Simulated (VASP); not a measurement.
## LiF (Griceite): single point with r2SCAN

LiF (Griceite):

```
F Li
1.0
     0.00000    2.04050    2.04050
     2.04050    0.00000    2.04050
     2.04050    2.04050    0.00000
F Li
1 1
Direct
  0.50000 0.50000 0.50000
  0.00000 0.00000 0.00000
```

```
Program             : VASP 6.6.1
Task                : single point
Functional          : r2SCAN
Potentials or basis : VASP PAW PBE potentials, release 64 (F, Li_sv)
Cutoff              : 520 eV
k mesh              : 11 × 11 × 11
Occupations         : fermi-dirac, width 0.05 eV
Spin                : no spin polarisation
```

* Band gap on the k mesh: 9.89 eV, direct

Levels at points of the mesh, in eV from the valence-band top:
```
           k point  band 1  band 2  band 3  band 4  band 5  band 6  band 7  band 8  band 9  band 10
(0.00, 0.00, 0.00)  -42.15  -20.99    0.00    0.00    0.00    9.89   25.09   25.09   25.09    25.51
```

Wall time 64 s on 1 thread of Intel Xeon 8259CL, with other jobs on the host, peak memory 0.14 GiB.

 A k mesh can miss the band edges.
